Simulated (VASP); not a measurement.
Input of a VASP 6.6.1 run:

The input INCAR:

```
PREC = Accurate
ENCUT = 500
EDIFF = 1E-6
ISMEAR = -1
SIGMA = 0.05
LREAL = F
LASPH = T
NELM = 120
ALGO = Normal
ISIF = 2
LWAVE = F
LCHARG = F
GGA = PE
NBANDS = 19
GGA_COMPAT = F
```

The input KPOINTS:

```
regular mesh
0
Gamma
  6 6 4
```

File POSCAR:

```
ZrS2
1.0
    3.5408781360      0.0000000000      0.0000000000
   -1.7704390680      3.0664904175      0.0000000000
    0.0000000000      0.0000000000      5.3686543287
Zr S
1 2
Direct
    0.0000000000      0.0000000000      0.0000000000
    0.6666666667      0.3333333333      0.7249279261
    0.3333333333      0.6666666667      0.2750720739
```

Potentials or basis: VASP PAW PBE potentials, release 64 (Zr_sv, S).

Launch:

```sh
$ cat potpaw_PBE.64/Zr_sv/POTCAR potpaw_PBE.64/S/POTCAR > POTCAR
$ mpirun -np 1 vasp_std > vasp.out
```

(1) What does it give for the pressure?

(2) Estimate the largest force.

## Answers

(1) 10.0 GPa.

(2) 0.004 eV/Å.

Caveat: the cell stands under pressure.
